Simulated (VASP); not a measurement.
Wanted: the native input for a VASP 6.6.1 run.

- Task: single point
- Functional: r2SCAN
- Potentials or basis: VASP PAW PBE potentials, release 64 (Re)
- Cutoff: 520 eV
- k mesh: 5 × 5 × 6
- Occupations: fermi-dirac, width 0.0159 eV
- Spin: no spin polarisation
- Dipole correction: no
- Further INCAR settings: ALGO = Normal; EDIFF = 1e-06; NBANDS = 14

The system is Re (a cell with a defect).

```
Re
1.0
    -0.00603    3.06605    3.01369
     2.93296    0.01676    2.99090
     2.84938    2.95967    0.10035
Re
2
Direct
  0.18962 0.30739 0.24746
  0.77938 0.73558 0.71202
```

One way to write it, as run:

POSCAR

```
Re
1.0
   -0.0060300000      3.0660490000      3.0136860000
    2.9329640000      0.0167610000      2.9908950000
    2.8493770000      2.9596710000      0.1003480000
Re
2
Direct
    0.1896190000      0.3073890000      0.2474630000
    0.7793800000      0.7355770000      0.7120160000
```

INCAR.step1

```
ALGO = Normal
EDIFF = 1E-4
ENCUT = 520
GGA = PE
ISMEAR = -1
LASPH = True
LCHARG = False
LREAL = False
LWAVE = True
NBANDS = 14
NELM = 80
PREC = Accurate
SIGMA = 0.0159
```

INCAR.step2

```
ALGO = Normal
EDIFF = 1E-6
ENCUT = 520
ISIF = 2
ISMEAR = -1
ISTART = 1
LASPH = True
LCHARG = False
LMIXTAU = True
LREAL = False
LWAVE = False
METAGGA = R2SCAN
NBANDS = 14
NELM = 80
PREC = Accurate
SIGMA = 0.0159
```

KPOINTS

```
k-points
0
Gamma
  5 5 6
```

Potentials or basis: VASP PAW PBE potentials, release 64 (Re).

Launch:

```sh
$ cat potpaw_PBE.64/Re/POTCAR > POTCAR
$ cp INCAR.step1 INCAR
$ mpirun -np 1 vasp_std > vasp.out
$ cp INCAR.step2 INCAR
$ mpirun -np 1 vasp_std > vasp.out
```

Results of the run:

| Quantity | Value |
| --- | --- |
| Pressure | -43.1 GPa |
| Largest force | 3.107 eV/Å |
| Band gap on the k mesh | zero (band 7 reaches 4.04 eV, above the bottom of band 8 at 2.24 eV) |

Caveat: the k points lie up to 0.37 Å⁻¹ apart; the PAW data sets were made with another functional, which shifts forces and pressure a little; spin-orbit coupling is left out, which moves the levels of the heavy elements.

Wall time 110 s on 1 thread of Intel(R) Xeon(R) Platinum 8559C (Emerald Rapids), on a shared host, peak memory 0.19 GiB.
